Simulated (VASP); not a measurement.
A run of VASP 6.6.1:

Contents of INCAR:

```
ALGO = Normal ; EDIFF = 1E-6
EDIFFG = -0.01 ; ENCUT = 600
GGA = PS ; IBRION = 2
ISIF = 3 ; ISMEAR = -1
LASPH = T ; LCHARG = F
LREAL = F ; LWAVE = F
NELM = 80 ; NSW = 80
PREC = Accurate ; SIGMA = 0.05
```

Contents of KPOINTS:

```
k-points
0
Gamma
  8 8 11
```

The input POSCAR:

```
Ti
1.0
    4.6000000000      0.0000000000      0.0000000000
   -2.3000000000      3.9837168574      0.0000000000
    0.0000000000      0.0000000000      2.8200000000
Ti
3
Direct
    0.0000000000      0.0000000000      0.0000000000
    0.3333333333      0.6666666667      0.5000000000
    0.6666666667      0.3333333333      0.5000000000
```

Potentials or basis: VASP PAW PBE potentials, release 64 (Ti_sv).

Command:

```bash
$ cat potpaw_PBE.64/Ti_sv/POTCAR > POTCAR
$ mpirun -np 1 vasp_std > vasp.out
```

Hardware: 1 thread of Intel(R) Xeon(R) Platinum 8259CL CPU @ 2.50GHz (Skylake/Cascade Lake), on a shared host.

Question: How long does it take, and how much memory?

Answer: Wall time 6.1 min on 1 thread of Intel(R) Xeon(R) Platinum 8259CL CPU @ 2.50GHz (Skylake/Cascade Lake) (shared host), peak memory 0.24 GiB. Counts: scf iterations 77, k points 60, ion steps 9.
